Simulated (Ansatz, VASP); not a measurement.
**La2ZrO3 in VASP and in Ansatz**

The input INCAR:

```
PREC = Accurate
ENCUT = 520
EDIFF = 1E-6
ISMEAR = 0
SIGMA = 0.1
LREAL = F
LASPH = T
NELM = 60
ALGO = Normal
ISIF = 2
LWAVE = F
LCHARG = F
GGA = PE
NBANDS = 35
```

KPOINTS

```
Automatic mesh
0
Gamma
  10 10 6
```

File POSCAR:

```
La2ZrO3
1.0
    1.8577922290     -6.6427247057      0.0000000000
    1.8577922290      6.6427247057      0.0000000000
    0.0000000000      0.0000000000      7.9588185165
La Zr O
2 1 3
Direct
    0.8938812543      0.1061187457      0.0000000000
    0.1061187457      0.8938812543      0.0000000000
    0.0000000000      0.0000000000      0.5000000000
    0.5000000000      0.5000000000      0.1527639366
    0.5000000000      0.5000000000      0.8472360634
    0.5000000000      0.5000000000      0.5000000000
```

Input for Ansatz:

```yaml
crystal:
  lattice:
    - [1.857792229, -6.6427247057, 0.0]
    - [1.857792229, 6.6427247057, 0.0]
    - [0.0, 0.0, 7.9588185165]
  atoms:
    - { symbol: La, position: [0.8938812543, 0.1061187457, 0.0] }
    - { symbol: La, position: [0.1061187457, 0.8938812543, 0.0] }
    - { symbol: Zr, position: [0.0, 0.0, 0.5] }
    - { symbol: O, position: [0.5, 0.5, 0.1527639366] }
    - { symbol: O, position: [0.5, 0.5, 0.8472360634] }
    - { symbol: O, position: [0.5, 0.5, 0.5] }
basis:
  ecutwfc: 420
kpoints:
  mp_grid: { grid: [10, 10, 6] }
  band_path:
    path:
      - [[0.0, 0.0, 0.0], [-0.5, 0.5, 0.0], [-0.26955428, 0.73044572, 0.0]]
      - [[0.26955428, 0.26955428, 0.0], [0.0, 0.0, 0.0], [0.0, 0.0, 0.5], [0.26955428, 0.26955428, 0.5]]
      - [[-0.26955428, 0.73044572, 0.5], [-0.5, 0.5, 0.5], [-0.5, 0.5, 0.0]]
      - [[0.0, 0.0, 0.0], [0.0, 0.5, 0.0], [0.0, 0.5, 0.5], [0.0, 0.0, 0.5], [-0.5, 0.5, 0.5]]
    npoints: 14
hamiltonian:
  xc: pbe
scf:
  occupations: { method: gaussian, width: 0.1 }
  n_extra_bands: 15
output:
  forces: true
  stress: true
  eigenvalues: true
  populations: true
  dos: { projected: true, de: 0.02, nscf_kmesh: { grid: [12, 12, 8] } }
  bader: true
  write_density: true
  write_potential: true
  elf: true
  volumetric_format: npy
```

Alike in both runs: task single point; functional PBE; k mesh 10 × 10 × 6; occupations gaussian, width 0.1 eV; no spin polarisation.

|  | VASP | Ansatz |
| --- | --- | --- |
| version | VASP 6.6.1 | Ansatz 0.2.0 |
| potentials or method | VASP PAW PBE potentials, release 64 (La, Zr_sv, O), cutoff 520 eV | scalar-relativistic, plane waves, PAW |
| valence electrons in the cell | 52 | 52 |

```tsv
	VASP	Ansatz	Ansatz less VASP
gap on the k mesh at the Fermi level (eV)	none	none	-
pressure (GPa)	0.0	0.0	-0.03
traceless stress, the component that is largest in VASP (GPa)	0.20	0.00	-0.200
rms of the force components (eV/Å)	0.005	0.000	-0.0045
```

Atom by atom the forces differ by 0.005 eV/Å (rms over components). A gap of «none» marks a metal or a gap that the smearing closes.

Spin-orbit coupling is off throughout.
